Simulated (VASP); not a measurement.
# MgO in VASP: further runs

The runs below take MgO through single point, with LDA.

All numbers are computed with VASP 6.6.1; they aren't measurements. Logs are shortened: lines on timing, memory, paths and dates and some standing lists are left out, and cuts for length are marked.

**What was measured.**

From “Electronic structure of alkaline earth and post-transition metal oxides”, 2009, arxiv:0908.1581, for a bulk crystal of MgO: band gap 7.83 eV.

The results are compared with them further down.

### Step 1. The cell of the first run

It takes space group Fm-3m (No. 225, cubic). Conventional cell: a = 4.161 Å, b = 4.161 Å, c = 4.161 Å, α = 90.00°, β = 90.00°, γ = 90.00°. Mg (site symmetry m-3m) has 6 O at 2.08 Å within 2.8 Å. Within 2.8 Å of O (site symmetry m-3m) lie 6 Mg at 2.08 Å.

### Step 2. Single point, LDA

The input, INCAR:

```
SYSTEM = MgO
ALGO = Normal
EDIFF = 1E-6
ENCUT = 520
ISIF = 2
ISMEAR = 0
LASPH = .TRUE.
LCHARG = .TRUE.
LELF = .TRUE.
LREAL = .FALSE.
LVHAR = .TRUE.
LWAVE = .FALSE.
NBANDS = 26
NELM = 100
PREC = Accurate
SIGMA = 0.05
```

The input, KPOINTS:

```
k-points
0
G
  6 6 6
  0 0 0
```

The input, POSCAR:

```
MgO
1.0
    4.1607146133      0.0000000000      0.0000000000
    0.0000000000     -4.1607146133      0.0000000000
    0.0000000000      0.0000000000     -4.1607146133
Mg O
4 4
Direct
    0.0000000000      1.0000000000      1.0000000000
    0.5000000000      0.5000000000      1.0000000000
    0.5000000000      1.0000000000      0.5000000000
    0.0000000000      0.5000000000      0.5000000000
    0.5000000000      0.0000000000      0.0000000000
    0.0000000000      0.5000000000      0.0000000000
    0.0000000000      0.0000000000      0.5000000000
    0.5000000000      0.5000000000      0.5000000000
```

Potentials or basis: VASP PAW LDA potentials, release 64 (Mg, O).

Command:

```sh
$ cat potpaw_LDA.64/Mg/POTCAR potpaw_LDA.64/O/POTCAR > POTCAR
$ mpirun -np 1 vasp_std > vasp.out
```

OUTCAR:

```text
SYSTEM = MgO
   EDIFF = 1E-6
   ENCUT = 520
   ISIF = 2
   ISMEAR = 0
   LASPH = .TRUE.
   LREAL = .FALSE.
   NELM = 100
   PREC = Accurate

 ion  position               nearest neighbor table
   1  0.000  0.000  0.000-   5 2.08   6 2.08   7 2.08   7 2.08   6 2.08   5 2.08   3 2.94   4 2.94
                             2 2.94   2 2.94   4 2.94   3 2.94   4 2.94   2 2.94   3 2.94   4 2.94
   2  0.500  0.500  0.000-   5 2.08   6 2.08   8 2.08   8 2.08   5 2.08   6 2.08   3 2.94   4 2.94
                             1 2.94   1 2.94   3 2.94   3 2.94   3 2.94   1 2.94   4 2.94   4 2.94
   3  0.500  0.000  0.500-   5 2.08   7 2.08   8 2.08   5 2.08   8 2.08   7 2.08   1 2.94   2 2.94
                             1 2.94   2 2.94   4 2.94   2 2.94   2 2.94   1 2.94   4 2.94   4 2.94
   4  0.000  0.500  0.500-   6 2.08   7 2.08   8 2.08   6 2.08   7 2.08   8 2.08   1 2.94   2 2.94
                             1 2.94   1 2.94   3 2.94   2 2.94   1 2.94   2 2.94   3 2.94   3 2.94
   5  0.500  0.000  0.000-   1 2.08   2 2.08   3 2.08   3 2.08   2 2.08   1 2.08
   6  0.000  0.500  0.000-   1 2.08   2 2.08   4 2.08   4 2.08   1 2.08   2 2.08
   7  0.000  0.000  0.500-   1 2.08   3 2.08   4 2.08   1 2.08   4 2.08   3 2.08
   8  0.500  0.500  0.500-   2 2.08   3 2.08   4 2.08   2 2.08   3 2.08   4 2.08

  LATTYP: Found a simple cubic cell.
 ALAT       =     4.1607146133

  Lattice vectors:

 A1 = (   4.1607146133,   0.0000000000,   0.0000000000)
 A2 = (   0.0000000000,  -4.1607146133,   0.0000000000)
 A3 = (   0.0000000000,   0.0000000000,  -4.1607146133)

Analysis of symmetry for initial positions (statically):
=====================================================================
 Subroutine PRICEL returns following result:

  LATTYP: Found a face centered cubic cell.
 ALAT       =     4.1607146133

  Lattice vectors:

 A1 = (   2.0803573066,   2.0803573066,   0.0000000000)
 A2 = (   2.0803573066,   0.0000000000,  -2.0803573066)
 A3 = (   0.0000000000,   2.0803573066,  -2.0803573067)

   4 primitive cells build up your supercell.

 Routine SETGRP: Setting up the symmetry group for a
 simple cubic supercell.

 Subroutine GETGRP returns: Found 48 space group operations
 (whereof 48 operations were pure point group operations)
 out of a pool of 48 trial point group operations.

The static configuration has the point symmetry O_h .

Analysis of symmetry for dynamics (positions and initial velocities):
=====================================================================
 Subroutine PRICEL returns following result:

  LATTYP: Found a face centered cubic cell.
 ALAT       =     4.1607146133

  Lattice vectors:

 A1 = (   2.0803573066,   2.0803573066,   0.0000000000)
 A2 = (   2.0803573066,   0.0000000000,  -2.0803573066)
 A3 = (   0.0000000000,   2.0803573066,  -2.0803573067)

   4 primitive cells build up your supercell.

 Routine SETGRP: Setting up the symmetry group for a
 simple cubic supercell.

 Subroutine GETGRP returns: Found 48 space group operations
 (whereof 48 operations were pure point group operations)
 out of a pool of 48 trial point group operations.

The dynamic configuration has the point symmetry O_h .

 Subroutine INISYM returns: Found 48 space group operations
 (whereof 48 operations are pure point group operations),
 and found     4 'primitive' translations

----------------------------------------------------------------------------------------

                                     Primitive cell

  volume of cell :      18.0071

  direct lattice vectors                    reciprocal lattice vectors
     2.080357307  2.080357307  0.000000000     0.240343329  0.240343329  0.240343329
     2.080357307  0.000000000 -2.080357307     0.240343329 -0.240343329 -0.240343329
     0.000000000  2.080357307 -2.080357307    -0.240343329  0.240343329 -0.240343329

  length of vectors
     2.942069518  2.942069518  2.942069518     0.416286857  0.416286857  0.416286857

  position of ions in fractional coordinates (direct lattice)
     0.000000000  0.000000000  0.000000000
     0.500000000  0.500000000  0.500000000

  ion indices of the primitive-cell ions
   primitive index   ion index
                 1           1
                 2           5

----------------------------------------------------------------------------------------

 KPOINTS: k-points

Automatic generation of k-mesh.
 Grid dimensions read from file:
 generate k-points for:    6    6    6

 Generating k-lattice:

  Cartesian coordinates                     Fractional coordinates (reciprocal lattice)
     0.040057221  0.000000000  0.000000000     0.166666667  0.000000000  0.000000000
     0.000000000 -0.040057221  0.000000000     0.000000000  0.166666667  0.000000000
     0.000000000  0.000000000 -0.040057221     0.000000000  0.000000000  0.166666667

  Length of vectors
     0.040057221  0.040057221  0.040057221

  Shift w.r.t. Gamma in fractional coordinates (k-lattice)
     0.000000000  0.000000000  0.000000000

 Subroutine IBZKPT returns following result:
 ===========================================

 Found     20 irreducible k-points:

 Following reciprocal coordinates:
            Coordinates               Weight
  0.000000  0.000000  0.000000      1.000000
  0.166667  0.000000  0.000000      6.000000
  0.333333  0.000000  0.000000      6.000000
  0.500000  0.000000  0.000000      3.000000
  0.166667  0.166667  0.000000     12.000000
  0.333333  0.166667  0.000000     24.000000
[... 12 lines left out ...]
  0.500000  0.500000  0.333333      6.000000
  0.500000  0.500000  0.500000      1.000000
   k-points           NKPTS =     20   k-points in BZ     NKDIM =     20   number of bands    NBANDS=     26
   number of dos      NEDOS =    301   number of ions     NIONS =      8
   total plane-waves  NPLWV =  32768
   dimension x,y,z NGX =    32 NGY =   32 NGZ =   32
   dimension x,y,z NGXF=    64 NGYF=   64 NGZF=   64
   ions per type =               4   4
   NGX,Y,Z   is equivalent  to a cutoff of  12.79, 12.79, 12.79 a.u.
   NGXF,Y,Z  is equivalent  to a cutoff of  25.57, 25.57, 25.57 a.u.
 SYSTEM =  MgO
   PREC   = accura    normal or accurate (medium, high low for compatibility)
   ISTART =      0    job   : 0-new  1-cont  2-samecut
   ICHARG =      2    charge: 1-file 2-atom 10-const
   ISPIN  =      1    spin polarized calculation?
   LNONCOLLINEAR =      F non collinear calculations
   LSORBIT =      F    spin-orbit coupling
   LASPH  =      T    aspherical Exc in radial PAW
   ENCUT  =  520.0 eV  38.22 Ry    6.18 a.u.   7.74  7.74  7.74*2*pi/ulx,y,z
   NELM   =    100;   NELMIN=  2; NELMDL= -5     # of ELM steps
   EDIFF  = 0.1E-05   stopping-criterion for ELM
   LREAL  =      F    real-space projection
   EDIFFG = 0.1E-04   stopping-criterion for IOM
   NSW    =      0    number of steps for IOM
   IBRION =     -1    ionic relax: 0-MD 1-quasi-New 2-CG
   NFREE  =      0    steps in history (QN), initial steepest desc. (CG)
   ISIF   =      2    stress and relaxation
   ISYM   =      2    0-nonsym 1-usesym 2-fastsym
   POTIM  = 0.5000    time-step for ionic-motion
   TEBEG  =    0.0;   TEEND  =   0.0 temperature during run
   PSTRESS=    0.0 pullay stress
   NELECT =      32.0000    total number of electrons
   NUPDOWN=      -1.0000    fix difference up-down
   EMIN   =  10.00;   EMAX   =-10.00  energy-range for DOS
   EFERMI =   0.00;   METHOD = LEGACY
   ISMEAR =     0;   SIGMA  =   0.05  broadening in eV -4-tet -1-fermi 0-gaus
   EFERMI_NEDOS =   21; number of points for ismear=-14 and -15
   IALGO  =     38    algorithm
   IMIX   =      4    mixing-type and parameters
     AMIX     =   0.40;   BMIX     =  1.00
     AMIX_MAG =   1.60;   BMIX_MAG =  1.00
  volume/ion in A,a.u.               =       9.00        60.76
  Fermi-wavevector in a.u.,A,eV,Ry     =   1.249176  2.360600 21.231078  1.560440
  Thomas-Fermi vector in A             =   2.383228
   LORBIT       =      0    0 simple, 1 ext, 2 COOP (PROOUT), +10 PAW based schemes
   GGA     = CA    functional components
   LHFCALC =     F    Hartree Fock is set to
   AEXX    =    0.0000 exact exchange contribution
   IVDW    =     0    specifies the selected vdW correction
   LEPSILON=     F    determine dielectric tensor
   LRPA    =     F    only Hartree local field effects (RPA)
 non-spin polarized calculation
 Gauss-broadening in eV      SIGMA  =   0.05
  energy-cutoff  :      520.00
  volume of cell :       72.03
 maximum number of plane-waves:      1956
 NGX is ok and might be reduce to    32
   NGX = 15   NGY = 15   NGZ = 15

 number of electron      32.0000014 magnetization

 Free energy of the ion-electron system (eV)
  ---------------------------------------------------
  ext. energy  EPLUGINS =         0.00000000
  ---------------------------------------------------
  free energy    TOTEN  =       -53.77837130 eV

  energy without entropy =      -53.77837130  energy(sigma->0) =      -53.77837130

 E-fermi :   3.3847     XC(G=0): -11.7706

 val. band max:        3.1661328274   @ k =   0.0000   0.0000   0.0000
 cond. band min:       8.1894585460   @ k =   0.0000   0.0000   0.0000
 fundamental gap:      5.0233257185
 Fermi energy:         3.3846881096

 k-point     1 :       0.0000    0.0000    0.0000
  band No.  band energies     occupation
      1     -14.0337      2.00000
      2     -12.2976      2.00000
      3     -12.2976      2.00000
      4     -12.2976      2.00000
      5      -1.1421      2.00000
      6      -1.1421      2.00000
[... 18 lines left out ...]
     25      16.4497      0.00000
     26      16.4497      0.00000

 k-point     2 :       0.1667    0.0000    0.0000
  band No.  band energies     occupation
      1     -13.9247      2.00000
      2     -12.4217      2.00000
      3     -12.2821      2.00000
      4     -12.2821      2.00000
      5      -1.0025      2.00000
      6      -1.0025      2.00000
[... 18 lines left out ...]
     25      16.2869      0.00000
     26      16.4882      0.00000

 k-point     3 :       0.3333    0.0000    0.0000
  band No.  band energies     occupation
      1     -13.6227      2.00000
      2     -12.7552      2.00000
      3     -12.2506      2.00000
      4     -12.2506      2.00000
      5      -0.5957      2.00000
      6      -0.5957      2.00000
[... 18 lines left out ...]
     25      15.7710      0.00000
     26      15.7710      0.00000

 k-point     4 :       0.5000    0.0000    0.0000
  band No.  band energies     occupation
      1     -13.1967      2.00000
      2     -13.1967      2.00000
      3     -12.2346      2.00000
      4     -12.2346      2.00000
      5       0.0345      2.00000
      6       0.0345      2.00000
[... 18 lines left out ...]
     25      15.4980      0.00000
     26      15.4980      0.00000
[... 380 lines left out ...]
      1     -12.7494      2.00000
      2     -12.7494      2.00000
      3     -12.5003      2.00000
      4     -12.5003      2.00000
      5      -1.4024      2.00000
      6      -1.4024      2.00000
[... 18 lines left out ...]
     25      17.7864      0.00000
     26      17.7864      0.00000

 k-point    19 :       0.5000    0.5000    0.3333
  band No.  band energies     occupation
      1     -12.6053      2.00000
      2     -12.6053      2.00000
      3     -12.6053      2.00000
      4     -12.6053      2.00000
      5      -1.4818      2.00000
      6      -1.4818      2.00000
[... 18 lines left out ...]
     25      18.8083      0.00000
     26      18.8083      0.00000

 k-point    20 :       0.5000    0.5000    0.5000
  band No.  band energies     occupation
      1     -12.5828      2.00000
      2     -12.5828      2.00000
      3     -12.5828      2.00000
      4     -12.5828      2.00000
      5      -1.6995      2.00000
      6      -1.6995      2.00000
[... 18 lines left out ...]
     25      19.5413      0.00000
     26      19.5413      0.00000

------------------------ aborting loop because EDIFF is reached ----------------------------------------

  FORCE on cell =-STRESS in cart. coord.  units (eV):
  Direction    XX          YY          ZZ          XY          YZ          ZX
  --------------------------------------------------------------------------------------
  -------------------------------------------------------------------------------------
  Total       -0.8681655     -0.8681655     -0.8681655      0.0000000      0.0000000      0.0000000
  in kB      -19.3112020    -19.3112020    -19.3112020      0.0000000      0.0000000      0.0000000
  external PRESSURE =     -19.3112020 kB  Pullay stress =       0.0000000 kB

 VOLUME and BASIS-vectors are now :
 -----------------------------------------------------------------------------
  energy-cutoff  :      520.00
  volume of cell :       72.03
      direct lattice vectors                 reciprocal lattice vectors
     4.160714613  0.000000000  0.000000000     0.240343329  0.000000000  0.000000000
     0.000000000 -4.160714613  0.000000000     0.000000000 -0.240343329  0.000000000
     0.000000000  0.000000000 -4.160714613     0.000000000  0.000000000 -0.240343329

 POSITION                                       TOTAL-FORCE (eV/Angst)
 -----------------------------------------------------------------------------------
      0.00000      0.00000      0.00000        -0.000000      0.000000      0.000000
      2.08036     -2.08036      0.00000         0.000000     -0.000000      0.000000
      2.08036      0.00000     -2.08036        -0.000000      0.000000      0.000000
      0.00000     -2.08036     -2.08036        -0.000000      0.000000      0.000000
      2.08036      0.00000      0.00000         0.000000      0.000000     -0.000000
      0.00000     -2.08036      0.00000         0.000000     -0.000000     -0.000000
      0.00000      0.00000     -2.08036        -0.000000     -0.000000     -0.000000
      2.08036     -2.08036     -2.08036         0.000000     -0.000000     -0.000000
 -----------------------------------------------------------------------------------
    total drift:                                0.000000     -0.000000      0.000000

  FREE ENERGIE OF THE ION-ELECTRON SYSTEM (eV)
  ---------------------------------------------------
  free  energy   TOTEN  =       -53.7783712996 eV

  energy  without entropy=      -53.7783712996  energy(sigma->0) =      -53.77837130
```

Wall time 21 s (1 thread of Intel Xeon Platinum 8488C (Sapphire Rapids), shared host); peak memory 0.16 GiB.

Results:

```yaml
Free_energy: -53.7784 eV
Pressure: -1.9 GPa
Band_gap_on_the_k_mesh: 5.02 eV
```

Levels at points of the mesh, in eV from the valence-band top:
```
           k point  band 14  band 15  band 16  band 17  band 18  band 19
(0.00, 0.00, 0.00)     0.00     0.00     0.00     5.02     8.92     8.92
(0.50, 0.00, 0.00)    -0.78    -0.78    -0.78     8.33     8.33    11.01
(0.50, 0.50, 0.00)    -0.71    -0.71    -0.71     9.67     9.67     9.67
(0.50, 0.50, 0.50)    -0.71    -0.71    -0.71     7.97     7.97     7.97
```

(Part 1 of 2 ends here.)
